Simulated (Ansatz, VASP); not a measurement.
# Te2Mo in VASP and in Ansatz

Contents of INCAR:

```
ALGO = Normal
EDIFF = 1E-6
ENCUT = 500
GGA = PE
GGA_COMPAT = F
ISIF = 2
ISMEAR = 0
ISPIN = 2
LASPH = T
LCHARG = T
LDAU = T
LDAUJ = 0.5 0
LDAUL = 2 -1
LDAUPRINT = 1
LDAUTYPE = 1
LDAUU = 4 0
LELF = T
LMAXMIX = 4
LORBIT = 11
LREAL = F
LVHAR = T
LWAVE = F
MAGMOM = 0.89 -0.07 -0.07
NBANDS = 24
NELM = 200
PREC = Accurate
SIGMA = 0.05
```

File KPOINTS:

```
k-points
0
Gamma
  6 6 3
```

File POSCAR:

```
Te2Mo
1.0
    4.0201319500      0.0000000000      0.0000000000
   -2.0100659700      3.4815363900      0.0000000000
    0.0000000000      0.0000000000      6.4853072000
Mo Te
1 2
Direct
    0.0000000000      0.0000000000      0.0000000000
    0.3333333333      0.6666666667      0.2520000000
    0.6666666667      0.3333333333      0.7480000000
```

Input for Ansatz:

```yaml
crystal:
  lattice:
    - [4.02013195, 0.0, 0.0]
    - [-2.01006597, 3.48153639, 0.0]
    - [0.0, 0.0, 6.4853072]
  atoms:
    - { symbol: Mo, position: [0.0, 0.0, 0.0], spin: 0.3 }
    - { symbol: Te, position: [0.3333333333, 0.6666666667, 0.252] }
    - { symbol: Te, position: [0.6666666667, 0.3333333333, 0.748] }
basis:
  ecutwfc: 420
  ecutrho_ratio: 4
kpoints:
  mp_grid: { grid: [6, 6, 3] }
hamiltonian:
  xc: pbe
  hubbard:
    sites:
      - { site: 0, l: d, u: 4.0, j: 0.5, starting_ns: [{ spin: up, occupation_matrix: s0up }, { spin: down, occupation_matrix: s0down }] }
    occupation_matrices:
      s0up:
        matrix:
          - [0.02, 0.0, 0.0, 0.0, 0.0]
          - [0.0, 0.02, 0.0, 0.0, 0.0]
          - [0.0, 0.0, 0.02, 0.0, 0.0]
          - [0.0, 0.0, 0.0, 0.02, 0.0]
          - [0.0, 0.0, 0.0, 0.0, 0.97]
      s0down:
        matrix:
          - [0.97, 0.0, 0.0, 0.0, 0.0]
          - [0.0, 0.02, 0.0, 0.0, 0.0]
          - [0.0, 0.0, 0.02, 0.0, 0.0]
          - [0.0, 0.0, 0.0, 0.02, 0.0]
          - [0.0, 0.0, 0.0, 0.0, 0.02]
    ns_hold: { iters: 12 }
scf:
  occupations: { method: gaussian, width: 0.05 }
  lower_state_search: "off"
  max_iter: 150
output:
  forces: true
  stress: true
  eigenvalues: true
  populations: true
  hubbard: { sites: [{ site: 0, l: d }] }
magnetization:
  spin_polarized: true
```

Alike in both runs: task single point; functional PBE; k mesh 6 × 6 × 3; occupations gaussian, width 0.05 eV; collinear spin; Hubbard terms Mo d U = 4.0 eV, J = 0.5 eV.

|  | VASP | Ansatz |
| --- | --- | --- |
| version | VASP 6.6.1 | Ansatz 0.2.0 |
| potentials or method | VASP PAW PBE potentials, release 64 (Mo_sv, Te), cutoff 500 eV | scalar-relativistic, plane waves, PAW |
| valence electrons in the cell | 26 | 46 |

```csv
,VASP,Ansatz,Ansatz less VASP
gap on the k mesh at the Fermi level (eV),none,none,-
pressure (GPa),-0.4,-1.4,-0.91
"traceless stress, the component that is largest in VASP (GPa)",0.18,0.27,+0.098
rms of the force components (eV/Å),0.053,0.028,-0.0252
net moment per atom (μB),0.78,0.26,-0.515
size of the moment on the site where the two differ most (μB),2.54,0.81,-1.735
```

The net moments are unlike, so the other rows may belong to different states. Site moments also hang on the region over which each program counts them. The programs project onto different local orbitals, so the same U acts differently, and such runs can settle in different states. Atom by atom the forces differ by 0.081 eV/Å (rms over components). A gap of «none» marks a metal or a gap that the smearing closes. VASP's potentials hold 26 valence electrons a cell and Ansatz's 46, so a difference there can come from the potentials and not from the codes. Ansatz's warnings: filled band counts differ across k points, specified occupation not kept, symmetry narrowed by occupation matrices.

Neither program's run includes spin-orbit coupling.
